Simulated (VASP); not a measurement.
Runs of VASP 6.6.1 on Si7Ge. The structure is that of space group P-43m (No. 215), or close to it. The cells are those of the table. 

```tsv
task	cell	k mesh	cutoff (eV)	smearing	gap on the mesh (eV)	pressure (GPa)	largest force (eV/Å)
relaxation of cell and atoms	relaxed to -2 GPa from a = 5.494 Å, 8 atoms	8 × 8 × 8	600	gaussian 0.01 eV	0.32	-2.0	-
relaxation of cell and atoms	relaxed to 5 GPa from a = 5.367 Å, 8 atoms	8 × 8 × 8	600	gaussian 0.01 eV	(b)	5.0	0.01
single point	a = 5.459 Å, 8 atoms	6 × 6 × 6	520	gaussian 0.03 eV	(a)	0.1	0.01
relaxation of cell and atoms	relaxed to 2 GPa from a = 5.424 Å, 8 atoms	8 × 8 × 8	600	gaussian 0.01 eV	0.23	2.0	0.01
```

Alike in all rows: level PBEsol; potentials or basis VASP PAW PBE potentials, release 64 (Si, Ge_d); no spin polarisation.

Problem. Fill in the values left out.

Solution. (a) 0.27; (b) 0.18.

Caveats: the PAW data sets were made with another functional, which shifts forces and pressure a little; the cell is relaxed towards a set pressure, so the run minimises the enthalpy, not the energy (at least some runs).

A k mesh can miss the band edges, and the runs leave out spin-orbit coupling on Ge.
